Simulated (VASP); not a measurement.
Set up this calculation in VASP 6.6.1, as the native input.

```
Task                   : relaxation of cell and atoms
Functional             : r2SCAN
Potentials or basis    : VASP PAW PBE potentials, release 64 (C)
Cutoff                 : 600 eV
k mesh                 : 8 × 8 × 8
Occupations            : gaussian, width 0.1 eV
Spin                   : no spin polarisation
Dipole correction      : no
Further INCAR settings : ALGO = Normal; EDIFF = 1e-07; IBRION = 2; EDIFFG = -0.04; NSW = 90; ISIF = 3
```

The system is C.

```
CELL_PARAMETERS angstrom
-2.17318 2.17318 1.18551
2.17318 -2.17318 1.18551
2.17318 2.17318 -1.18551
ATOMIC_POSITIONS crystal
C 0.00000 0.00000 0.00000
C 0.75000 0.25000 0.50000
```

These files were run (other wordings do the same):

POSCAR

```
C
1.0
   -2.1731842891      2.1731842891      1.1855121455
    2.1731842891     -2.1731842891      1.1855121455
    2.1731842891      2.1731842891     -1.1855121455
C
2
Direct
    0.0000000000      0.0000000000      0.0000000000
    0.7500000000      0.2500000000      0.5000000000
```

INCAR.step1

```
SYSTEM = C
  PREC = Accurate
  ENCUT = 600
  ISMEAR = 0
  SIGMA = 0.1
  LREAL = .False.
  LASPH = .True.
  NELM = 100
  GGA = PE
  ALGO = Normal
  EDIFF = 1E-4
  LWAVE = .True.
  LCHARG = .False.
```

INCAR.step2

```
SYSTEM = C
  PREC = Accurate
  ENCUT = 600
  EDIFF = 1E-7
  ISMEAR = 0
  SIGMA = 0.1
  LREAL = .False.
  LASPH = .True.
  NELM = 100
  ALGO = Normal
  ISIF = 3
  LWAVE = .False.
  LCHARG = .False.
  METAGGA = R2SCAN
  LMIXTAU = .True.
  IBRION = 2
  NSW = 90
  EDIFFG = -0.04
  ISTART = 1
```

KPOINTS

```
Automatic mesh
0
Gamma
  8 8 8
  0 0 0
```

Potentials or basis: VASP PAW PBE potentials, release 64 (C).

The run is started by

```sh
$ cat potpaw_PBE.64/C/POTCAR > POTCAR
$ cp INCAR.step1 INCAR
$ mpirun -np 1 vasp_std > vasp.out
$ cp INCAR.step2 INCAR
$ mpirun -np 1 vasp_std > vasp.out
```

Results of the run:

- Relaxed volume: 5.61 Å³/atom
- Relaxed cell: a = 2.507 Å, b = 2.507 Å, c = 2.507 Å, α = 119.54°, β = 119.54°, γ = 90.79°
- Space group after relaxing (to 0.05 Å): I4_1/amd (No. 141)
- Energy gained by relaxing: 4597.6 meV/atom
- Ionic steps: 30
- Pressure after relaxing: -0.5 GPa
- Band gap on the k mesh: 3.94 eV, indirect (least direct gap 5.60 eV)

Caveat: the volume moved by over 15 % at a fixed basis, so the end points are rough; the PAW data sets were made with another functional, which shifts forces and pressure a little.

Wall time 27 min on 1 thread of Intel(R) Xeon(R) Platinum 8259CL CPU @ 2.50GHz (Skylake/Cascade Lake), with other jobs on the host, peak memory 0.16 GiB.
